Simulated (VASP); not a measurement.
# Cu (Cmcm) in VASP: notebook, part 2 of 2

VASP 6.6.1. The steps go on from the part before.

### 3 Single point, PBEsol

This run uses another cell than the first one, of 11.99 Å³/atom.

File INCAR:

```
SYSTEM = Cu
ALGO = Normal
EDIFF = 1E-7
ENCUT = 520
GGA = PS
ISIF = 2
ISMEAR = -1
LASPH = .TRUE.
LCHARG = .FALSE.
LREAL = .FALSE.
LWAVE = .FALSE.
NBANDS = 18
NELM = 100
PREC = Accurate
SIGMA = 0.05
```

File KPOINTS:

```
k-points
0
G
  9 9 9
  0 0 0
```

File POSCAR:

```
Cu
1.0
    1.2184636900     -3.9763780104      0.0000000000
    1.2184636900      3.9763780104      0.0000000000
    0.0000000000      0.0000000000      2.4754955235
Cu
2
Direct
    0.8661333500      0.1338666500      0.7500000000
    0.1338666500      0.8661333500      0.2500000000
```

Potentials or basis: VASP PAW PBE potentials, release 64 (Cu).

Command:

```
$ cat potpaw_PBE.64/Cu/POTCAR > POTCAR
$ mpirun -np 1 vasp_std > vasp.out
```

OUTCAR:

```text
SYSTEM = Cu
   EDIFF = 1E-7
   ENCUT = 520
   GGA = PS
   ISIF = 2
   ISMEAR = -1
   LASPH = .TRUE.
   LREAL = .FALSE.
   NELM = 100
   PREC = Accurate

 ion  position               nearest neighbor table
   1  0.866  0.134  0.750-   2 2.46   2 2.46   2 2.54   2 2.54   2 2.54   2 2.54
   2  0.134  0.866  0.250-   1 2.46   1 2.46   1 2.54   1 2.54   1 2.54   1 2.54

  LATTYP: Found a base centered orthorhombic cell.
 ALAT       =     2.4369273800
 B/A-ratio  =     3.2634357864
 C/A-ratio  =     1.0158265461

  Lattice vectors:

 A1 = (   1.2184636900,  -3.9763780104,   0.0000000000)
 A2 = (   1.2184636900,   3.9763780104,   0.0000000000)
 A3 = (   0.0000000000,   0.0000000000,   2.4754955235)

Analysis of symmetry for initial positions (statically):
=====================================================================
 Subroutine PRICEL returns:
 Original cell was already a primitive cell.

 Routine SETGRP: Setting up the symmetry group for a
 base centered orthorhombic supercell.

 Subroutine GETGRP returns: Found  8 space group operations
 (whereof  4 operations were pure point group operations)
 out of a pool of  8 trial point group operations.

The static configuration has the point symmetry C_2h.
 The point group associated with its full space group is D_2h.

Analysis of symmetry for dynamics (positions and initial velocities):
=====================================================================
 Subroutine PRICEL returns:
 Original cell was already a primitive cell.

 Routine SETGRP: Setting up the symmetry group for a
 base centered orthorhombic supercell.

 Subroutine GETGRP returns: Found  8 space group operations
 (whereof  4 operations were pure point group operations)
 out of a pool of  8 trial point group operations.

The dynamic configuration has the point symmetry C_2h.
 The point group associated with its full space group is D_2h.

 Subroutine INISYM returns: Found  8 space group operations
 (whereof  4 operations are pure point group operations),
 and found     1 'primitive' translations

----------------------------------------------------------------------------------------

                                     Primitive cell

  volume of cell :      23.9879

  direct lattice vectors                    reciprocal lattice vectors
     1.218463690 -3.976378010  0.000000000     0.410352811 -0.125742572  0.000000000
     1.218463690  3.976378010  0.000000000     0.410352811  0.125742572  0.000000000
     0.000000000  0.000000000  2.475495523     0.000000000  0.000000000  0.403959527

  length of vectors
     4.158874348  4.158874348  2.475495523     0.429186001  0.429186001  0.403959527

  position of ions in fractional coordinates (direct lattice)
     0.866133350  0.133866650  0.750000000
     0.133866650  0.866133350  0.250000000

  ion indices of the primitive-cell ions
   primitive index   ion index
                 1           1
                 2           2

----------------------------------------------------------------------------------------

 KPOINTS: k-points

Automatic generation of k-mesh.
 Grid dimensions read from file:
 generate k-points for:    9    9    9

 Generating k-lattice:

  Cartesian coordinates                     Fractional coordinates (reciprocal lattice)
     0.045594757 -0.013971397  0.000000000     0.111111111 -0.000000000  0.000000000
     0.045594757  0.013971397  0.000000000    -0.000000000  0.111111111  0.000000000
     0.000000000  0.000000000  0.044884392     0.000000000  0.000000000  0.111111111

  Length of vectors
     0.047687333  0.047687333  0.044884392

  Shift w.r.t. Gamma in fractional coordinates (k-lattice)
     0.000000000  0.000000000  0.000000000

 Subroutine IBZKPT returns following result:
 ===========================================

 Found    125 irreducible k-points:

 Following reciprocal coordinates:
            Coordinates               Weight
  0.000000  0.000000  0.000000      1.000000
  0.111111  0.000000  0.000000      4.000000
  0.222222  0.000000  0.000000      4.000000
  0.333333  0.000000  0.000000      4.000000
  0.444444  0.000000  0.000000      4.000000
  0.111111  0.111111  0.000000      2.000000
[... 16 lines left out ...]
 -0.333333  0.333333  0.000000      2.000000
  0.444444  0.444444  0.000000      2.000000
 [... further k-points ...]
   k-points           NKPTS =    125   k-points in BZ     NKDIM =    125   number of bands    NBANDS=     18
   number of dos      NEDOS =    301   number of ions     NIONS =      2
   total plane-waves  NPLWV =  18432
   dimension x,y,z NGX =    32 NGY =   32 NGZ =   18
   dimension x,y,z NGXF=    64 NGYF=   64 NGZF=   36
   ions per type =               2
   NGX,Y,Z   is equivalent  to a cutoff of  12.79, 12.79, 12.09 a.u.
   NGXF,Y,Z  is equivalent  to a cutoff of  25.58, 25.58, 24.18 a.u.
 SYSTEM =  Cu
   PREC   = accura    normal or accurate (medium, high low for compatibility)
   ISTART =      0    job   : 0-new  1-cont  2-samecut
   ICHARG =      2    charge: 1-file 2-atom 10-const
   ISPIN  =      1    spin polarized calculation?
   LNONCOLLINEAR =      F non collinear calculations
   LSORBIT =      F    spin-orbit coupling
   LASPH  =      T    aspherical Exc in radial PAW
   ENCUT  =  520.0 eV  38.22 Ry    6.18 a.u.   7.73  7.73  4.60*2*pi/ulx,y,z
   NELM   =    100;   NELMIN=  2; NELMDL= -5     # of ELM steps
   EDIFF  = 0.1E-06   stopping-criterion for ELM
   LREAL  =      F    real-space projection
   EDIFFG = 0.1E-05   stopping-criterion for IOM
   NSW    =      0    number of steps for IOM
   IBRION =     -1    ionic relax: 0-MD 1-quasi-New 2-CG
   NFREE  =      0    steps in history (QN), initial steepest desc. (CG)
   ISIF   =      2    stress and relaxation
   ISYM   =      2    0-nonsym 1-usesym 2-fastsym
   POTIM  = 0.5000    time-step for ionic-motion
   TEBEG  =    0.0;   TEEND  =   0.0 temperature during run
   PSTRESS=    0.0 pullay stress
   NELECT =      22.0000    total number of electrons
   NUPDOWN=      -1.0000    fix difference up-down
   EMIN   =  10.00;   EMAX   =-10.00  energy-range for DOS
   EFERMI =   0.00;   METHOD = LEGACY
   ISMEAR =    -1;   SIGMA  =   0.05  broadening in eV -4-tet -1-fermi 0-gaus
   EFERMI_NEDOS =   21; number of points for ismear=-14 and -15
   IALGO  =     38    algorithm
   IMIX   =      4    mixing-type and parameters
     AMIX     =   0.40;   BMIX     =  1.00
     AMIX_MAG =   1.60;   BMIX_MAG =  1.00
  volume/ion in A,a.u.               =      11.99        80.94
  Fermi-wavevector in a.u.,A,eV,Ry     =   1.590566  3.005733 34.421366  2.529899
  Thomas-Fermi vector in A             =   2.689241
   LORBIT       =      0    0 simple, 1 ext, 2 COOP (PROOUT), +10 PAW based schemes
   GGA     = PS    functional components
   LHFCALC =     F    Hartree Fock is set to
   AEXX    =    0.0000 exact exchange contribution
   IVDW    =     0    specifies the selected vdW correction
   LEPSILON=     F    determine dielectric tensor
   LRPA    =     F    only Hartree local field effects (RPA)
 non-spin polarized calculation
  energy-cutoff  :      520.00
  volume of cell :       23.99
 maximum number of plane-waves:       668
   NGX = 15   NGY = 15   NGZ =  9

 number of electron      21.9999988 magnetization

 Free energy of the ion-electron system (eV)
  ---------------------------------------------------
  ext. energy  EPLUGINS =         0.00000000
  ---------------------------------------------------
  free energy    TOTEN  =        -8.30686713 eV

  energy without entropy =       -8.30222840  energy(sigma->0) =       -8.30454776

 E-fermi :   7.1935     XC(G=0): -12.7834

 val. band max:        7.1902877753   @ k =   0.3333   0.3333   0.2222
 cond. band min:       7.2023741936   @ k =   0.4444   0.2222   0.3333
 fundamental gap:      0.0120864183
 Fermi energy:         7.1934988545

 k-point     1 :       0.0000    0.0000    0.0000
  band No.  band energies     occupation
      1      -2.0681      2.00000
      2       2.2405      2.00000
      3       3.0083      2.00000
      4       3.4887      2.00000
      5       4.1911      2.00000
      6       4.4561      2.00000
[... 10 lines left out ...]
     17      26.7741      0.00000
     18      28.7491      0.00000
[... 463 lines left out ...]
 k-point    24 :       0.4444    0.4444    0.0000
  band No.  band energies     occupation
      1       0.2265      2.00000
      2       0.8784      2.00000
      3       2.9204      2.00000
      4       3.6397      2.00000
      5       3.7394      2.00000
      6       4.5262      2.00000
[... 10 lines left out ...]
     17      26.0727      0.00000
     18      28.0921      0.00000

 [... further k-points ...]

------------------------ aborting loop because EDIFF is reached ----------------------------------------

  FORCE on cell =-STRESS in cart. coord.  units (eV):
  Direction    XX          YY          ZZ          XY          YZ          ZX
  --------------------------------------------------------------------------------------
  -------------------------------------------------------------------------------------
  Total       -0.0451368     -0.2830410     -0.0558631      0.0000000      0.0000000      0.0000000
  in kB       -3.0147370    -18.9046010     -3.7311537      0.0000000      0.0000000      0.0000000
  external PRESSURE =      -8.5501639 kB  Pullay stress =       0.0000000 kB

 VOLUME and BASIS-vectors are now :
 -----------------------------------------------------------------------------
  energy-cutoff  :      520.00
  volume of cell :       23.99
      direct lattice vectors                 reciprocal lattice vectors
     1.218463690 -3.976378010  0.000000000     0.410352811 -0.125742572  0.000000000
     1.218463690  3.976378010  0.000000000     0.410352811  0.125742572  0.000000000
     0.000000000  0.000000000  2.475495523     0.000000000  0.000000000  0.403959527

 POSITION                                       TOTAL-FORCE (eV/Angst)
 -----------------------------------------------------------------------------------
      1.21846     -2.91177      1.85662         0.000000     -0.000365     -0.000000
      1.21846      2.91177      0.61887         0.000000      0.000365      0.000000
 -----------------------------------------------------------------------------------
    total drift:                                0.000000      0.000000      0.000000

  FREE ENERGIE OF THE ION-ELECTRON SYSTEM (eV)
  ---------------------------------------------------
  free  energy   TOTEN  =        -8.3068671274 eV

  energy  without entropy=       -8.3022283953  energy(sigma->0) =       -8.30454776
```

stdout:

```text
POSCAR found type information on POSCAR Cu
 POSCAR found :  1 types and       2 ions
 scaLAPACK will be used
 -----------------------------------------------------------------------------
|                                                                             |
|                                                                             |
|     You enforced a specific xc type in the INCAR file but a different       |
|     I HOPE YOU KNOW WHAT YOU ARE DOING!                                     |
|                                                                             |
 -----------------------------------------------------------------------------

 LDA part: xc-table for (Slater+PW92), standard interpolation
 POSCAR, INCAR and KPOINTS ok, starting setup
 FFT: planning ... GRIDC
 FFT: planning ... GRID_SOFT
 FFT: planning ... GRID
 WAVECAR not read
 entering main loop
```

It took 76 s on 1 thread of AMD EPYC 7R13, shared host; peak memory 0.15 GiB.

Results:

```yaml
Free_energy: -8.3069 eV
Pressure: -0.9 GPa
Band_gap_on_the_k_mesh: zero (bands 11 and 12 overlap by 5.11 eV)
```

Stress tensor (GPa, compression positive):
```
-0.30  0.00  0.00
 0.00 -1.89  0.00
 0.00  0.00 -0.37
```

Levels at points of the mesh, in eV from the Fermi level:
```csv
k point,band 9,band 10,band 11,band 12,band 13,band 14
"(0.00, 0.00, 0.00)",-1.80,-1.66,-1.42,-0.07,4.80,14.73
```

Caveat: the PAW data sets were made with another functional, which shifts forces and pressure a little.

### 4 Single point, PBEsol

This run uses another cell than the first one, of 12.11 Å³/atom.

File INCAR:

```
SYSTEM = Cu
  ALGO = Normal
  EDIFF = 1E-6
  ENCUT = 520
  GGA = PS
  ISIF = 2
  ISMEAR = -1
  LASPH = .True.
  LCHARG = .True.
  LELF = .True.
  LREAL = .False.
  LVHAR = .True.
  LWAVE = .False.
  NBANDS = 18
  NELM = 80
  PREC = Accurate
  SIGMA = 0.05
```

File KPOINTS:

```
k-points
0
Gamma
  9 9 9
  0 0 0
```

POSCAR, as its differences from that of step 3:

```diff
@@ -4,3 +4,3 @@
     1.2184636900      3.9763780104      0.0000000000
-    0.0000000000      0.0000000000      2.4754955235
+    0.0000000000      0.0000000000      2.5002504787
 Cu
```

Potentials or basis: VASP PAW PBE potentials, release 64 (Cu).

Command:

```
$ cat potpaw_PBE.64/Cu/POTCAR > POTCAR
$ mpirun -np 1 vasp_std > vasp.out
```

OUTCAR:

```text
SYSTEM = Cu
   EDIFF = 1E-6
   ENCUT = 520
   GGA = PS
   ISIF = 2
   ISMEAR = -1
   LASPH = .True.
   LREAL = .False.
   NELM = 80
   PREC = Accurate

 ion  position               nearest neighbor table
   1  0.866  0.134  0.750-   2 2.47   2 2.47   2 2.54   2 2.54   2 2.54   2 2.54
   2  0.134  0.866  0.250-   1 2.47   1 2.47   1 2.54   1 2.54   1 2.54   1 2.54

  LATTYP: Found a base centered orthorhombic cell.
 ALAT       =     2.4369273800
 B/A-ratio  =     3.2634357864
 C/A-ratio  =     1.0259848115

[... 695 lines left out ...]

  FORCE on cell =-STRESS in cart. coord.  units (eV):
  Direction    XX          YY          ZZ          XY          YZ          ZX
  --------------------------------------------------------------------------------------
  -------------------------------------------------------------------------------------
  Total       -0.0776528     -0.4424341     -0.4738177      0.0000000      0.0000000      0.0000000
  in kB       -5.1351587    -29.2580498    -31.3334435      0.0000000      0.0000000      0.0000000
  external PRESSURE =     -21.9088840 kB  Pullay stress =       0.0000000 kB

 VOLUME and BASIS-vectors are now :
 -----------------------------------------------------------------------------
  energy-cutoff  :      520.00
  volume of cell :       24.23
      direct lattice vectors                 reciprocal lattice vectors
     1.218463690 -3.976378010  0.000000000     0.410352811 -0.125742572  0.000000000
     1.218463690  3.976378010  0.000000000     0.410352811  0.125742572  0.000000000
     0.000000000  0.000000000  2.500250479     0.000000000  0.000000000  0.399959927

 POSITION                                       TOTAL-FORCE (eV/Angst)
 -----------------------------------------------------------------------------------
      1.21846     -2.91177      1.87519         0.000000      0.009043      0.000000
      1.21846      2.91177      0.62506         0.000000     -0.009043     -0.000000
 -----------------------------------------------------------------------------------
    total drift:                                0.000000      0.000000      0.000000

  FREE ENERGIE OF THE ION-ELECTRON SYSTEM (eV)
  ---------------------------------------------------
  free  energy   TOTEN  =        -8.3043202078 eV

  energy  without entropy=       -8.2995965502  energy(sigma->0) =       -8.30195838
```

stdout:

```text
POSCAR found type information on POSCAR Cu
 POSCAR found :  1 types and       2 ions
 scaLAPACK will be used
 -----------------------------------------------------------------------------
|                                                                             |
|                                                                             |
|     You enforced a specific xc type in the INCAR file but a different       |
|     I HOPE YOU KNOW WHAT YOU ARE DOING!                                     |
|                                                                             |
 -----------------------------------------------------------------------------

 LDA part: xc-table for (Slater+PW92), standard interpolation
 POSCAR, INCAR and KPOINTS ok, starting setup
 FFT: planning ... GRIDC
 FFT: planning ... GRID_SOFT
 FFT: planning ... GRID
 WAVECAR not read
 entering main loop
```

Run time: 76 s. Hardware: 1 thread of AMD EPYC 7R13, shared host; peak memory 0.15 GiB.

What came out:

* Free energy: -8.3043 eV
* Pressure: -2.2 GPa
* Largest force: 0.009 eV/Å
* Band gap on the k mesh: zero (bands 11 and 12 overlap by 5.07 eV)

Forces in eV/Å, atoms in the order of the input:
```
Cu   0.000  0.009  0.000
Cu   0.000 -0.009  0.000
```

Levels at points of the mesh, in eV from the Fermi level:
```csv
k point,band 7,band 8,band 9,band 10,band 11,band 12,band 13,band 14,band 15,band 16
"(0.00, 0.00, 0.00)",-2.28,-1.98,-1.80,-1.66,-1.42,0.00,4.82,14.31,18.45,19.26
```

Caveat: the PAW data sets were made with another functional, which shifts forces and pressure a little.

### 5 Single point, PBEsol

This run uses another cell than the first one, of 12.23 Å³/atom.

File INCAR:

```
SYSTEM = Cu
  ALGO = Normal
  EDIFF = 1E-6
  ENCUT = 520
  GGA = PS
  ISIF = 2
  ISMEAR = -1
  LASPH = .True.
  LCHARG = .False.
  LREAL = .False.
  LWAVE = .False.
  NBANDS = 18
  NELM = 100
  PREC = Accurate
  SIGMA = 0.05
```

KPOINTS is that of step 4.

POSCAR, as its differences from that of step 4:

```diff
@@ -4,3 +4,3 @@
     1.2184636900      3.9763780104      0.0000000000
-    0.0000000000      0.0000000000      2.5002504787
+    0.0000000000      0.0000000000      2.5250054340
 Cu
```

Command:

```
$ cat potpaw_PBE.64/Cu/POTCAR > POTCAR
$ mpirun -np 1 vasp_std > vasp.out
```

Wall time 70 s (1 thread of AMD EPYC 7R13, shared host); peak memory 0.15 GiB.

The run converged. Its results:

- Free energy: -8.2977 eV
- Pressure: -3.5 GPa
- Largest force: 0.018 eV/Å
- Band gap on the k mesh: zero (bands 11 and 12 overlap by 5.03 eV)

Forces on the atoms (eV/Å):
```
Cu   0.000  0.018  0.000
Cu   0.000 -0.018  0.000
```

Stress tensor (GPa, compression positive):
```
-0.80  0.00  0.00
 0.00 -3.98  0.00
 0.00  0.00 -5.66
```

Levels at points of the mesh, in eV from the Fermi level:
| k point | band 8 | band 9 | band 10 | band 11 | band 12 | band 13 | band 14 | band 15 |
| --- | --- | --- | --- | --- | --- | --- | --- | --- |
| (0.00, 0.00, 0.00) | -1.96 | -1.80 | -1.66 | -1.41 | 0.06 | 4.83 | 13.90 | 18.52 |

Caveat: the cell stands under tension; the PAW data sets were made with another functional, which shifts forces and pressure a little.

### 6 Single point, PBEsol

This run uses another cell than the first one, of 12.47 Å³/atom.

File INCAR:

```
PREC = Accurate ; ENCUT = 520
EDIFF = 1E-6 ; ISMEAR = -1
SIGMA = 0.05 ; LREAL = False
LASPH = True ; NELM = 100
ALGO = Fast ; ISIF = 2
LWAVE = False ; LCHARG = True
GGA = PS ; LELF = True
LVHAR = True ; NBANDS = 18
```

File KPOINTS:

```
regular mesh
0
Gamma
  9 9 9
```

POSCAR, as its differences from that of step 5:

```diff
@@ -4,3 +4,3 @@
     1.2184636900      3.9763780104      0.0000000000
-    0.0000000000      0.0000000000      2.5250054340
+    0.0000000000      0.0000000000      2.5745153444
 Cu
```

Potentials or basis: VASP PAW PBE potentials, release 64 (Cu).

Command:

```
$ cat potpaw_PBE.64/Cu/POTCAR > POTCAR
$ mpirun -np 1 vasp_std > vasp.out
```

Run time: 1.7 min. Hardware: 1 thread of AMD EPYC 7R13, shared host; peak memory 0.15 GiB.

The run converged. Its results:

```yaml
Free_energy: -8.2740 eV
Pressure: -5.6 GPa
Largest_force: 0.034 eV/Å
Band_gap_on_the_k_mesh: zero (bands 11 and 12 overlap by 4.93 eV)
```

Forces in eV/Å, atoms in the order of the input:
```
Cu   0.000  0.034  0.000
Cu   0.000 -0.034  0.000
```

Stress tensor (GPa, compression positive):
```
-1.30  0.00  0.00
 0.00 -5.77  0.00
 0.00  0.00 -9.83
```

Levels at points of the mesh, in eV from the Fermi level:
```tsv
k point	band 9	band 10	band 11	band 12	band 13	band 14
(0.00, 0.00, 0.00)	-1.79	-1.65	-1.40	0.20	4.86	13.12
```

Caveat: the cell stands under tension; the PAW data sets were made with another functional, which shifts forces and pressure a little.

### 7 Summary

| cell | gap on the mesh (eV) | pressure (GPa) | largest force (eV/Å) |
| --- | --- | --- | --- |
| a = 4.159, b = 4.159, c = 2.451 Å, angles 90.0, 90.0, 145.9°, 2 atoms | none | 0.8 | 0.01 |
| a = 4.159, b = 4.159, c = 2.475 Å, angles 90.0, 90.0, 145.9°, 2 atoms | none | -0.9 | - |
| a = 4.159, b = 4.159, c = 2.500 Å, angles 90.0, 90.0, 145.9°, 2 atoms | none | -2.2 | 0.01 |
| a = 4.159, b = 4.159, c = 2.525 Å, angles 90.0, 90.0, 145.9°, 2 atoms | none | -3.5 | 0.02 |
| a = 4.159, b = 4.159, c = 2.575 Å, angles 90.0, 90.0, 145.9°, 2 atoms | none | -5.6 | 0.03 |

Alike in all rows: task single point; level PBEsol; potentials or basis VASP PAW PBE potentials, release 64 (Cu); no spin polarisation; k mesh 9 × 9 × 9; cutoff (eV) 520; smearing fermi-dirac 0.05 eV.

Caveats: the PAW data sets were made with another functional, which shifts forces and pressure a little; the cell stands under tension (at least some runs).

Absolute energies hang on the potentials; compare differences alone.
